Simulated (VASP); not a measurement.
Here is a VASP 6.6.1 calculation.

INCAR

```
SYSTEM = Ti
PREC     = Accurate       ! precision mode
ENCUT    = 520            ! plane-wave cutoff, eV
EDIFF    = 1E-6           ! SCF threshold, eV
ISMEAR   = -1             ! smearing method
SIGMA    = 0.15           ! smearing width, eV
LREAL    = .False.        ! projectors in reciprocal space
LASPH    = .True.         ! aspherical terms in the spheres
NELM     = 60             ! most SCF steps
ALGO     = Normal         ! electronic algorithm
ISIF     = 2              ! what is computed and relaxed
LWAVE    = .False.        ! write WAVECAR
LCHARG   = .False.        ! write CHGCAR
GGA      = PS             ! functional
NBANDS   = 19             ! bands
```

Contents of KPOINTS:

```
Automatic mesh
0
Gamma
  11 11 6
  0 0 0
```

File POSCAR:

```
Ti
1.0
    2.9695369932      0.0000000000      0.0000000000
   -1.4847684966      2.5716945328      0.0000000000
    0.0000000000      0.0000000000      4.7109942807
Ti
2
Direct
    0.3333333333      0.6666666667      0.2500000000
    0.6666666667      0.3333333333      0.7500000000
```

Potentials or basis: VASP PAW PBE potentials, release 64 (Ti_sv).

Launch:

```sh
$ cat potpaw_PBE.64/Ti_sv/POTCAR > POTCAR
$ mpirun -np 1 vasp_std > vasp.out
```

**Question.** What does it give for the pressure?

**Answer.** -7.3 GPa.

**Question.** What does it give for the band gap on the k mesh?

**Answer.** Zero (band 12 reaches 8.60 eV, above the bottom of band 13 at 7.61 eV).

Stress tensor (GPa, compression positive):
```
-7.25  0.00  0.00
 0.00 -7.25  0.00
 0.00  0.00 -7.45
```

Caveat: the PAW data sets were made with another functional, which shifts forces and pressure a little.
